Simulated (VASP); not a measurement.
# Al2Ru (Fddd) in VASP: single point with r2SCAN

Aim: the single point of Al2Ru with r2SCAN.

Program: VASP 6.6.1. These are calculated values, not measurements. Logs are shortened: lines on timing, memory, paths and dates and some standing lists are left out, and cuts for length are marked.

## Step 1: The cell of the first run

It takes space group Fddd (No. 70, orthorhombic). Conventional cell: a = 4.738 Å, b = 8.053 Å, c = 8.835 Å, α = 90.00°, β = 90.00°, γ = 90.00°. Within 3.4 Å of Al (site symmetry 2) lie 5 Ru at 2.59 to 2.74 Å and 9 Al at 2.61 to 3.21 Å. Within 3.4 Å of Ru (site symmetry 222) lie 10 Al at 2.59 to 2.74 Å and 4 Ru at 3.21 Å.

## Step 2: Single point, r2SCAN

Contents of POSCAR:

```
Al2Ru
1.0
    0.0000000000      4.0263163755      4.4177033670
    2.3690654965      0.0000000000      4.4177033670
    2.3690654965      4.0263163755      0.0000000000
Al Ru
4 2
Direct
    0.0790116663      0.4209883337      0.0790116663
    0.4209883337      0.0790116663      0.4209883337
    0.1709883337      0.8290116663      0.1709883337
    0.8290116663      0.1709883337      0.8290116663
    0.7500000000      0.7500000000      0.7500000000
    0.5000000000      0.5000000000      0.5000000000
```

Contents of INCAR.step1:

```
  PREC = Accurate
  ENCUT = 520
  ISMEAR = 0
  SIGMA = 0.01
  LREAL = F
  LASPH = T
  NELM = 60
  NBANDS = 29
  GGA = PE
  ALGO = Normal
  EDIFF = 1E-4
  LWAVE = T
  LCHARG = F
```

Contents of INCAR.step2:

```
  PREC = Accurate
  ENCUT = 520
  EDIFF = 1E-6
  ISMEAR = 0
  SIGMA = 0.01
  LREAL = F
  LASPH = T
  NELM = 60
  ALGO = Normal
  ISIF = 2
  LWAVE = F
  LCHARG = F
  METAGGA = R2SCAN
  LMIXTAU = T
  NBANDS = 29
  ISTART = 1
```

Contents of KPOINTS:

```
Automatic mesh
0
Gamma
  10 10 10
```

Potentials or basis: VASP PAW PBE potentials, release 64 (Al, Ru_pv).

Launch:

```sh
> cat potpaw_PBE.64/Al/POTCAR potpaw_PBE.64/Ru_pv/POTCAR > POTCAR
> cp INCAR.step1 INCAR
> mpirun -np 1 vasp_std > vasp.out
> cp INCAR.step2 INCAR
> mpirun -np 1 vasp_std > vasp.out
```

OUTCAR:

```text
PREC = Accurate
   ENCUT = 520
   EDIFF = 1E-6
   ISMEAR = 0
   LREAL = F
   LASPH = T
   NELM = 60
   ISIF = 2
   METAGGA = R2SCAN
   ISTART = 1

 ion  position               nearest neighbor table
   1  0.079  0.421  0.079-   6 2.59   6 2.59   3 2.61   3 2.61   5 2.65   2 2.69   2 2.69   5 2.74
                             5 2.74   2 2.75   4 3.21   4 3.21   4 3.21   4 3.21
   2  0.421  0.079  0.421-   6 2.59   6 2.59   4 2.61   4 2.61   5 2.65   1 2.69   1 2.69   5 2.74
                             5 2.74   1 2.75   3 3.21   3 3.21   3 3.21   3 3.21
   3  0.171  0.829  0.171-   5 2.59   5 2.59   1 2.61   1 2.61   6 2.65   4 2.69   4 2.69   6 2.74
                             6 2.74   4 2.75   2 3.21   2 3.21   2 3.21   2 3.21
   4  0.829  0.171  0.829-   5 2.59   5 2.59   2 2.61   2 2.61   6 2.65   3 2.69   3 2.69   6 2.74
                             6 2.74   3 2.75   1 3.21   1 3.21   1 3.21   1 3.21
   5  0.750  0.750  0.750-   4 2.59   3 2.59   4 2.59   3 2.59   1 2.65   2 2.65   2 2.74   2 2.74
                             1 2.74   1 2.74   6 3.21   6 3.21   6 3.21   6 3.21
   6  0.500  0.500  0.500-   1 2.59   2 2.59   1 2.59   2 2.59   3 2.65   4 2.65   3 2.74   3 2.74
                             4 2.74   4 2.74   5 3.21   5 3.21   5 3.21   5 3.21

  LATTYP: Found a face centered orthorhombic cell.
 ALAT       =     4.7381309930
 B/A-ratio  =     1.6995378057
 C/A-ratio  =     1.8647451383

  Lattice vectors:

 A1 = (   0.0000000000,   4.0263163755,   4.4177033670)
 A2 = (   2.3690654965,   0.0000000000,   4.4177033670)
 A3 = (   2.3690654965,   4.0263163755,   0.0000000000)

Analysis of symmetry for initial positions (statically):
=====================================================================
 Subroutine PRICEL returns:
 Original cell was already a primitive cell.

 Routine SETGRP: Setting up the symmetry group for a
 face centered orthorhombic supercell.

 Subroutine GETGRP returns: Found  8 space group operations
 (whereof  4 operations were pure point group operations)
 out of a pool of  8 trial point group operations.

The static configuration has the point symmetry D_2 .
 The point group associated with its full space group is D_2h.

Analysis of symmetry for dynamics (positions and initial velocities):
=====================================================================
 Subroutine PRICEL returns:
 Original cell was already a primitive cell.

 Routine SETGRP: Setting up the symmetry group for a
 face centered orthorhombic supercell.

 Subroutine GETGRP returns: Found  8 space group operations
 (whereof  4 operations were pure point group operations)
 out of a pool of  8 trial point group operations.

The dynamic configuration has the point symmetry D_2 .
 The point group associated with its full space group is D_2h.

 Subroutine INISYM returns: Found  8 space group operations
 (whereof  4 operations are pure point group operations),
 and found     1 'primitive' translations

[... 114 lines left out ...]
   NUPDOWN=      -1.0000    fix difference up-down
   EMIN   =  10.00;   EMAX   =-10.00  energy-range for DOS
   EFERMI =   0.00;   METHOD = LEGACY
   ISMEAR =     0;   SIGMA  =   0.01  broadening in eV -4-tet -1-fermi 0-gaus
   EFERMI_NEDOS =   21; number of points for ismear=-14 and -15
   IALGO  =     38    algorithm
   IMIX   =      4    mixing-type and parameters
     AMIX     =   0.40;   BMIX     =  1.00
     AMIX_MAG =   1.60;   BMIX_MAG =  1.00
  volume/ion in A,a.u.               =      14.05        94.79
  Fermi-wavevector in a.u.,A,eV,Ry     =   1.277000  2.413181 22.187425  1.630730
  Thomas-Fermi vector in A             =   2.409625
   LORBIT       =      0    0 simple, 1 ext, 2 COOP (PROOUT), +10 PAW based schemes
   METAGGA = R2SCAN    functional components
   LHFCALC =     F    Hartree Fock is set to
   AEXX    =    0.0000 exact exchange contribution
   IVDW    =     0    specifies the selected vdW correction
   LEPSILON=     F    determine dielectric tensor
   LRPA    =     F    only Hartree local field effects (RPA)
 non-spin polarized calculation
 Gauss-broadening in eV      SIGMA  =   0.01
  energy-cutoff  :      520.00
  volume of cell :       84.28
 maximum number of plane-waves:      2290
 NGX is ok and might be reduce to    48
   NGX = 23   NGY = 19   NGZ = 17

 number of electron      40.0000001 magnetization

 Free energy of the ion-electron system (eV)
  ---------------------------------------------------
  ext. energy  EPLUGINS =         0.00000000
  ---------------------------------------------------
  free energy    TOTEN  =       -82.44512603 eV

  energy without entropy =      -82.44512603  energy(sigma->0) =      -82.44512603

 E-fermi :  10.3492     XC(G=0): -12.7319

 val. band max:       10.3098607909   @ k =   0.0000   0.0000   0.0000
 cond. band min:      10.4869813166   @ k =   0.0000   0.3000   0.3000
 fundamental gap:      0.1771205258
 Fermi energy:        10.3491537852

 k-point     1 :       0.0000    0.0000    0.0000
  band No.  band energies     occupation
      1     -33.7516      2.00000
      2     -33.6674      2.00000
      3     -33.6655      2.00000
      4     -33.6053      2.00000
      5     -33.5994      2.00000
      6     -33.5943      2.00000
[... 757 lines left out ...]
     28      15.4158      0.00000
     29      16.6121      0.00000

 [... further k-points ...]

------------------------ aborting loop because EDIFF is reached ----------------------------------------

  FORCE on cell =-STRESS in cart. coord.  units (eV):
  Direction    XX          YY          ZZ          XY          YZ          ZX
  --------------------------------------------------------------------------------------
  -------------------------------------------------------------------------------------
  Total       -2.0543884     -2.1618949     -2.0111188      0.0000000      0.0000000      0.0000000
  in kB      -39.0554489    -41.0992256    -38.2328604      0.0000000      0.0000000      0.0000000
  external PRESSURE =     -39.4625116 kB  Pullay stress =       0.0000000 kB

 VOLUME and BASIS-vectors are now :
 -----------------------------------------------------------------------------
  energy-cutoff  :      520.00
  volume of cell :       84.28
      direct lattice vectors                 reciprocal lattice vectors
     0.000000000  4.026316376  4.417703367    -0.211053684  0.124182988  0.113180981
     2.369065497  0.000000000  4.417703367     0.211053684 -0.124182988  0.113180981
     2.369065497  4.026316376  0.000000000     0.211053684  0.124182988 -0.113180981

 POSITION                                       TOTAL-FORCE (eV/Angst)
 -----------------------------------------------------------------------------------
      1.18453      0.63625      2.20885         0.000000     -0.019581      0.000000
      1.18453      3.39006      2.20885         0.000000      0.019581      0.000000
      2.36907      1.37691      4.41770        -0.000000      0.019581     -0.000000
      2.36907      6.67573      4.41770        -0.000000     -0.019581     -0.000000
      3.55360      6.03947      6.62656        -0.000000     -0.000000     -0.000000
      2.36907      4.02632      4.41770         0.000000     -0.000000      0.000000
 -----------------------------------------------------------------------------------
    total drift:                               -0.000000     -0.000000     -0.000000

  FREE ENERGIE OF THE ION-ELECTRON SYSTEM (eV)
  ---------------------------------------------------
  free  energy   TOTEN  =       -82.4451260349 eV

  energy  without entropy=      -82.4451260349  energy(sigma->0) =      -82.44512603
```

OSZICAR.step1:

```text
N       E                     dE             d eps       ncg     rms          rms(c)
DAV:   1     0.287630943616E+03    0.28763E+03   -0.21399E+04 10662   0.130E+03
DAV:   2    -0.288624010013E+02   -0.31649E+03   -0.30563E+03 10679   0.345E+02
DAV:   3    -0.390409760355E+02   -0.10179E+02   -0.10029E+02 12142   0.591E+01
DAV:   4    -0.391644330721E+02   -0.12346E+00   -0.12334E+00 11662   0.641E+00
DAV:   5    -0.391670244941E+02   -0.25914E-02   -0.25913E-02 12469   0.960E-01    0.167E+01
DAV:   6    -0.384035423422E+02    0.76348E+00   -0.13344E+01 11041   0.244E+01    0.563E+00
DAV:   7    -0.377058691157E+02    0.69767E+00   -0.35401E+00 10737   0.127E+01    0.356E+00
DAV:   8    -0.376215021990E+02    0.84367E-01   -0.18111E-01 11300   0.319E+00    0.590E-01
DAV:   9    -0.376177005198E+02    0.38017E-02   -0.85836E-03 12207   0.543E-01    0.328E-01
DAV:  10    -0.376174853262E+02    0.21519E-03   -0.24818E-03 11370   0.376E-01    0.107E-01
DAV:  11    -0.376173844214E+02    0.10090E-03   -0.59147E-04  9548   0.184E-01    0.382E-02
DAV:  12    -0.376173789982E+02    0.54232E-05   -0.21933E-05  5779   0.325E-02
   1 F= -.37617379E+02 E0= -.37617379E+02  d E =-.844575E-12
```

It took 13 min on 1 thread of Intel Xeon 6975P-C (Granite Rapids), shared host; peak memory 0.5 GiB.

What came out:

| Property | Result |
| --- | --- |
| Free energy | -82.4451 eV |
| Pressure | -3.9 GPa |
| Largest force | 0.020 eV/Å |

Forces on the atoms (eV/Å):
```
Al   0.000 -0.020  0.000
Al   0.000  0.020  0.000
Al   0.000  0.020  0.000
Al   0.000 -0.020  0.000
Ru   0.000  0.000  0.000
Ru   0.000  0.000  0.000
```

Caveat: the cell stands under tension; the PAW data sets were made with another functional, which shifts forces and pressure a little.
